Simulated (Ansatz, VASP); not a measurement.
# One calculation of Ga2P, two programs

The input INCAR:

```
PREC     = Accurate       # precision mode
ENCUT    = 500            # plane-wave cutoff, eV
EDIFF    = 1E-7           # SCF threshold, eV
ISMEAR   = 0              # smearing method
SIGMA    = 0.1            # smearing width, eV
LREAL    = F              # projectors in reciprocal space
LASPH    = T              # aspherical terms in the spheres
NELM     = 120            # most SCF steps
ALGO     = Normal         # electronic algorithm
ISIF     = 3              # what is computed and relaxed
LWAVE    = F              # write WAVECAR
LCHARG   = F              # write CHGCAR
GGA      = PE             # functional
IBRION   = 2              # ionic algorithm
NSW      = 90             # ionic steps
EDIFFG   = -0.04          # ionic threshold
GGA_COMPAT= F            
NELMIN   = 4
```

File KPOINTS:

```
regular mesh
0
Gamma
  6 6 2
```

Contents of POSCAR:

```
Ga2P
1.0
    3.6976784184      0.0000000000      0.0000000000
    0.0000000000      3.6976784184      0.0000000000
    0.0000000000      0.0000000000      7.9269882340
Ga P
4 2
Direct
    0.0000000000      0.0000000000      0.0000000000
    0.5000000000      0.5000000000      0.0000000000
    0.0000000000      0.5000000000      0.3590403310
    0.5000000000      0.0000000000      0.6409596690
    0.0000000000      0.5000000000      0.6808638536
    0.5000000000      0.0000000000      0.3191361464
```

Input for Ansatz:

```yaml
crystal:
  lattice:
    - [3.6976784184, 0.0, 0.0]
    - [0.0, 3.6976784184, 0.0]
    - [0.0, 0.0, 7.926988234]
  atoms:
    - { symbol: Ga, position: [0.0, 0.0, 0.0] }
    - { symbol: Ga, position: [0.5, 0.5, 0.0] }
    - { symbol: Ga, position: [0.0, 0.5, 0.359040331] }
    - { symbol: Ga, position: [0.5, 0.0, 0.640959669] }
    - { symbol: P, position: [0.0, 0.5, 0.6808638536] }
    - { symbol: P, position: [0.5, 0.0, 0.3191361464] }
basis:
  ecutwfc: 420
kpoints:
  mp_grid: { grid: [6, 6, 2] }
hamiltonian:
  xc: pbe
scf:
  occupations: { method: gaussian, width: 0.1 }
  lower_state_search: "off"
output:
  forces: true
  stress: true
  eigenvalues: true
relax:
  adjacent_minimum: "off"
  f_tol: 0.04
  max_steps: 70
  cell: { stress_tol: 0.4 }
```

Alike in both runs: task relaxation of cell and atoms; functional PBE; k mesh 6 × 6 × 2; occupations gaussian, width 0.1 eV; no spin polarisation.

|  | VASP | Ansatz |
| --- | --- | --- |
| version | VASP 6.6.1 | Ansatz 0.2.0 |
| potentials or method | VASP PAW PBE potentials, release 64 (Ga_d, P), cutoff 500 eV | scalar-relativistic, plane waves, PAW |
| valence electrons in the cell | 62 | 62 |

VASP gave:

| Property | Result |
| --- | --- |
| gap on the k mesh at the Fermi level, each at its own relaxed structure (eV) | none |
| relaxed volume (Å³/atom) | 18.17 |
| relaxed cell length with the largest relative difference (Å) | 7.888 |

Problem. What did Ansatz give for the same quantities?

Solution. gap on the k mesh at the Fermi level, each at its own relaxed structure (eV): none; relaxed volume (Å³/atom): 18.16; relaxed cell length with the largest relative difference (Å): 7.921.

A gap of «none» marks a metal or a gap that the smearing closes.

The k mesh is coarse, so the values compare programs but aren't converged.
